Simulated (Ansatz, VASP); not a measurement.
**LiF in VASP and in Ansatz**

File INCAR:

```
ALGO = Normal
EDIFF = 1E-6
ENCUT = 750
GGA = PS
GGA_COMPAT = False
ISIF = 2
ISMEAR = 0
LASPH = True
LCHARG = False
LREAL = False
LWAVE = False
NBANDS = 18
NELM = 120
PREC = Accurate
SIGMA = 0.02
```

Contents of KPOINTS:

```
k-points
0
Gamma
  9 9 6
```

POSCAR

```
LiF
1.0
    3.0504407939      0.0000000000      0.0000000000
   -1.5252203969      2.6417592203      0.0000000000
    0.0000000000      0.0000000000      4.7187255782
Li F
2 2
Direct
    0.3333333300      0.6666666700      0.3499518733
    0.6666666700      0.3333333300      0.8499518733
    0.3333333300      0.6666666700      1.0250461267
    0.6666666700      0.3333333300      0.5250461267
```

Input for Ansatz:

```yaml
crystal:
  lattice:
    - [3.0504407939, 0.0, 0.0]
    - [-1.5252203969, 2.6417592203, 0.0]
    - [0.0, 0.0, 4.7187255782]
  atoms:
    - { symbol: Li, position: [0.33333333, 0.66666667, 0.3499518733] }
    - { symbol: Li, position: [0.66666667, 0.33333333, 0.8499518733] }
    - { symbol: F, position: [0.33333333, 0.66666667, 1.0250461267] }
    - { symbol: F, position: [0.66666667, 0.33333333, 0.5250461267] }
basis:
  ecutwfc: 420
kpoints:
  mp_grid: { grid: [9, 9, 6] }
hamiltonian:
  xc: pbesol
scf:
  occupations: { method: gaussian, width: 0.02 }
output:
  forces: true
  stress: true
  eigenvalues: true
  populations: true
```

Alike in both runs: task single point; functional PBEsol; k mesh 9 × 9 × 6; occupations gaussian, width 0.02 eV; no spin polarisation.

|  | VASP | Ansatz |
| --- | --- | --- |
| version | VASP 6.6.1 | Ansatz 0.2.0 |
| potentials or method | VASP PAW PBE potentials, release 64 (Li_sv, F), cutoff 750 eV | scalar-relativistic, plane waves, PAW |
| valence electrons in the cell | 20 | 20 |

```tsv
	VASP	Ansatz	Ansatz less VASP
gap on the k mesh at the Fermi level (eV)	7.80	7.81	+0.016
least direct gap on the mesh (eV)	7.80	7.81	+0.016
pressure (GPa)	10.9	10.7	-0.25
traceless stress, the component that is largest in VASP (GPa)	25.13	23.73	-1.407
rms of the force components (eV/Å)	1.781	1.692	-0.0896
```

VASP's potentials were made for PBE, not for PBEsol. Atom by atom the forces differ by 0.090 eV/Å (rms over components).
